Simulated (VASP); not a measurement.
Crystal: CsCl.

```
Cs Cl
1.0
     4.14068    0.00000    0.00000
     0.00000    4.14068    0.00000
     0.00000    0.00000    4.14068
Cs Cl
1 1
Direct
  0.00000 0.00000 0.00000
  0.50000 0.50000 0.50000
```

Base run:

* Program: VASP 6.6.1
* Functional: r2SCAN
* Potentials or basis: VASP PAW PBE potentials, release 64 (Cs_sv, Cl)
* Cutoff: 550 eV
* k mesh: 6 × 6 × 6
* Occupations: gaussian, width 0.01 eV
* Spin: no spin polarisation

Its results: band gap on the k mesh 5.91 eV, direct; pressure 0.0 GPa.

**Question.** The run is repeated on the same cell with these changes: functional from r2SCAN to PBE; cutoff from 550 eV to 500 eV. What comes out?

**Answer.** Band gap on the k mesh 5.20 eV, direct; pressure 0.8 GPa.

r2SCAN gives the wider gap, since meta-GGAs in the generalised Kohn-Sham scheme recover part of the derivative discontinuity.

Caveats: spin-orbit coupling is left out, which moves the levels of the heavy elements; the PAW data sets were made with another functional, which shifts forces and pressure a little (some runs).

A k mesh can miss the band edges.
